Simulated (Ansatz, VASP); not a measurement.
## Rh: VASP beside Ansatz

```
Rh
1.0
     2.65788    0.00000    0.00000
    -1.32894    2.30179    0.00000
     0.00000    0.00000    8.67104
Rh
4
Cartesian
  0.0000 0.0000 8.6710
  0.0000 0.0000 4.3355
  0.0000 1.5345 2.1678
  1.3289 0.7673 6.5033
```

Alike in both runs: functional LDA; k mesh 13 × 13 × 4; occupations fermi-dirac, width 0.1 eV; no spin polarisation.

Ansatz relaxed the structure, and its values are those at the end. VASP's run is a single point on that final structure, the one shown.

|  | VASP | Ansatz |
| --- | --- | --- |
| version | VASP 6.6.1 | Ansatz 0.2.0 |
| potentials or method | VASP PAW LDA potentials, release 64 (Rh_pv), cutoff 520 eV | plane waves (420 eV) with PAW, scalar-relativistic |
| valence electrons in the cell | 60 | 68 |

Ansatz gave:

```
pressure (GPa) : 0.0
```

Problem. Which values does VASP return?

Solution. Pressure (GPa): 0.9.

Ansatz warns that its potentials were made for another functional, while VASP's fit it. LDA's correlation is that of Perdew and Zunger in VASP and of Perdew and Wang (1992) in Ansatz. VASP's potentials hold 60 valence electrons a cell and Ansatz's 68, so a difference there can come from the potentials and not from the codes.
